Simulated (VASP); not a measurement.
# Sn (Fd-3m) in VASP: a series of runs, part 3 of 3

VASP 6.6.1. The steps go on from the part before.

## (6) Single point, PBE

File INCAR:

```
  PREC = Accurate
  ENCUT = 500
  EDIFF = 1E-6
  ISMEAR = 1
  SIGMA = 0.025
  LREAL = F
  LASPH = T
  NELM = 120
  ALGO = Normal
  ISIF = 2
  LWAVE = F
  LCHARG = F
  GGA = PE
  NBANDS = 21
  GGA_COMPAT = F
```

File KPOINTS:

```
Automatic mesh
0
Gamma
  6 6 6
```

File POSCAR:

```
Sn
1.0
    0.0000000000      3.2333430000      3.2333430000
    3.2333430000      0.0000000000      3.2333430000
    3.2333430000      3.2333430000      0.0000000000
Sn
2
Direct
    0.0000000000      0.0000000000      0.0000000000
    0.2500000000      0.2500000000      0.2500000000
```

Potentials or basis: VASP PAW PBE potentials, release 64 (Sn_d).

Launch:

```console
> cat potpaw_PBE.64/Sn_d/POTCAR > POTCAR
> mpirun -np 1 vasp_std > vasp.out
```

OUTCAR:

```text
PREC = Accurate
   ENCUT = 500
   EDIFF = 1E-6
   ISMEAR = 1
   LREAL = F
   LASPH = T
   NELM = 120
   ISIF = 2
   GGA = PE

 ion  position               nearest neighbor table
   1  0.000  0.000  0.000-   2 2.80   2 2.80   2 2.80   2 2.80
   2  0.250  0.250  0.250-   1 2.80   1 2.80   1 2.80   1 2.80

  LATTYP: Found a face centered cubic cell.
 ALAT       =     6.4666860000

  Lattice vectors:

 A1 = (   0.0000000000,   3.2333430000,   3.2333430000)
 A2 = (   3.2333430000,   0.0000000000,   3.2333430000)
 A3 = (   3.2333430000,   3.2333430000,   0.0000000000)

Analysis of symmetry for initial positions (statically):
=====================================================================
 Subroutine PRICEL returns:
 Original cell was already a primitive cell.

 Routine SETGRP: Setting up the symmetry group for a
 face centered cubic supercell.

 Subroutine GETGRP returns: Found 48 space group operations
 (whereof 24 operations were pure point group operations)
 out of a pool of 48 trial point group operations.

The static configuration has the point symmetry T_d .
 The point group associated with its full space group is O_h .

Analysis of symmetry for dynamics (positions and initial velocities):
=====================================================================
 Subroutine PRICEL returns:
 Original cell was already a primitive cell.

 Routine SETGRP: Setting up the symmetry group for a
 face centered cubic supercell.

 Subroutine GETGRP returns: Found 48 space group operations
 (whereof 24 operations were pure point group operations)
 out of a pool of 48 trial point group operations.

The dynamic configuration has the point symmetry T_d .
 The point group associated with its full space group is O_h .

 Subroutine INISYM returns: Found 48 space group operations
 (whereof 24 operations are pure point group operations),
 and found     1 'primitive' translations

[... 101 lines left out ...]
   EFERMI_NEDOS =   21; number of points for ismear=-14 and -15
   IALGO  =     38    algorithm
   IMIX   =      4    mixing-type and parameters
     AMIX     =   0.40;   BMIX     =  1.00
     AMIX_MAG =   1.60;   BMIX_MAG =  1.00
  volume/ion in A,a.u.               =      33.80       228.11
  Fermi-wavevector in a.u.,A,eV,Ry     =   1.220298  2.306028 20.260790  1.489126
  Thomas-Fermi vector in A             =   2.355520
   LORBIT       =      0    0 simple, 1 ext, 2 COOP (PROOUT), +10 PAW based schemes
   GGA     = PE    functional components
   LHFCALC =     F    Hartree Fock is set to
   AEXX    =    0.0000 exact exchange contribution
   IVDW    =     0    specifies the selected vdW correction
   LEPSILON=     F    determine dielectric tensor
   LRPA    =     F    only Hartree local field effects (RPA)
 non-spin polarized calculation
 Methfessel and Paxton  Order N= 1 SIGMA  =   0.03
  energy-cutoff  :      500.00
  volume of cell :       67.61
 maximum number of plane-waves:      1759
 NGX is ok and might be reduce to    36
   NGX = 17   NGY = 17   NGZ = 17

 number of electron      28.0000008 magnetization

 Free energy of the ion-electron system (eV)
  ---------------------------------------------------
  ext. energy  EPLUGINS =         0.00000000
  ---------------------------------------------------
  free energy    TOTEN  =        -7.59172739 eV

  energy without entropy =       -7.59159718  energy(sigma->0) =       -7.59168399

 E-fermi :   5.7748     XC(G=0):  -8.9172

 val. band max:        5.7747765078   @ k =   0.5000   0.0000   0.0000
 cond. band min:       5.8466947628   @ k =   0.0000   0.0000   0.0000
 fundamental gap:      0.0719182551
 Fermi energy:         5.7747805653

 k-point     1 :       0.0000    0.0000    0.0000
  band No.  band energies     occupation
      1     -15.9422      2.00000
      2     -15.9422      2.00000
      3     -15.9422      2.00000
      4     -15.8812      2.00000
      5     -15.8812      2.00000
      6     -15.5634      2.00000
[... 373 lines left out ...]
     20      14.8904      0.00000
     21      16.0528      0.00000

------------------------ aborting loop because EDIFF is reached ----------------------------------------

  FORCE on cell =-STRESS in cart. coord.  units (eV):
  Direction    XX          YY          ZZ          XY          YZ          ZX
  --------------------------------------------------------------------------------------
  -------------------------------------------------------------------------------------
  Total        1.6191644      1.6191644      1.6191644      0.0000000     -0.0000000     -0.0000000
  in kB       38.3721560     38.3721560     38.3721560      0.0000000     -0.0000000     -0.0000000
  external PRESSURE =      38.3721560 kB  Pullay stress =       0.0000000 kB

 VOLUME and BASIS-vectors are now :
 -----------------------------------------------------------------------------
  energy-cutoff  :      500.00
  volume of cell :       67.61
      direct lattice vectors                 reciprocal lattice vectors
     0.000000000  3.233343000  3.233343000    -0.154638713  0.154638713  0.154638713
     3.233343000  0.000000000  3.233343000     0.154638713 -0.154638713  0.154638713
     3.233343000  3.233343000  0.000000000     0.154638713  0.154638713 -0.154638713

 POSITION                                       TOTAL-FORCE (eV/Angst)
 -----------------------------------------------------------------------------------
      0.00000      0.00000      0.00000        -0.000000     -0.000000     -0.000000
      1.61667      1.61667      1.61667         0.000000      0.000000      0.000000
 -----------------------------------------------------------------------------------
    total drift:                                0.000000      0.000000      0.000000

  FREE ENERGIE OF THE ION-ELECTRON SYSTEM (eV)
  ---------------------------------------------------
  free  energy   TOTEN  =        -7.5917273941 eV

  energy  without entropy=       -7.5915971829  energy(sigma->0) =       -7.59168399
```

stdout:

```text
POSCAR found type information on POSCAR Sn
 POSCAR found :  1 types and       2 ions
 scaLAPACK will be used
 LDA part: xc-table for (Slater+PW92), standard interpolation
 POSCAR, INCAR and KPOINTS ok, starting setup
 FFT: planning ... GRIDC
 FFT: planning ... GRID_SOFT
 FFT: planning ... GRID
 WAVECAR not read
 entering main loop
```

Wall time 24 s (1 thread of Intel Xeon 6975P-C (Granite Rapids), shared host); peak memory 0.2 GiB.

What came out:

```yaml
Free_energy: -7.5917 eV
Pressure: 3.8 GPa
Band_gap_on_the_k_mesh: zero (bands 14 and 15 overlap by 0.07 eV)
```

Levels at points of the mesh, in eV from the Fermi level:
| k point | band 10 | band 11 | band 12 | band 13 | band 14 | band 15 | band 16 | band 17 | band 18 | band 19 |
| --- | --- | --- | --- | --- | --- | --- | --- | --- | --- | --- |
| (0.00, 0.00, 0.00) | -21.33 | -10.69 | -0.58 | 0.07 | 0.07 | 0.07 | 2.15 | 2.15 | 2.15 | 5.02 |
| (0.50, 0.00, 0.00) | -21.28 | -9.04 | -6.35 | -1.15 | -1.15 | 0.00 | 3.22 | 3.22 | 5.63 | 8.55 |
| (0.50, 0.50, 0.00) | -21.26 | -7.56 | -7.56 | -2.51 | -2.51 | 0.80 | 0.80 | 7.78 | 7.78 | 9.38 |

Caveat: the cell stands under pressure; spin-orbit coupling is left out, which moves the levels of the heavy elements.

## (7) The runs side by side

| smearing | gap on the mesh (eV) | pressure (GPa) |
| --- | --- | --- |
| methfessel-paxton 0.25 eV | none | 3.8 |
| methfessel-paxton 0.15 eV | none | 3.8 |
| methfessel-paxton 0.1 eV | none | 3.8 |
| methfessel-paxton 0.05 eV | none | 3.8 |
| methfessel-paxton 0.025 eV | none | 3.8 |

Alike in all rows: task single point; level PBE; potentials or basis VASP PAW PBE potentials, release 64 (Sn_d); no spin polarisation; cell as given; k mesh 6 × 6 × 6; cutoff (eV) 500.

Caveats: the cell stands under pressure; spin-orbit coupling is left out, which moves the levels of the heavy elements.

Total energies depend on the potentials used, so only differences within one code and one set of settings carry meaning.
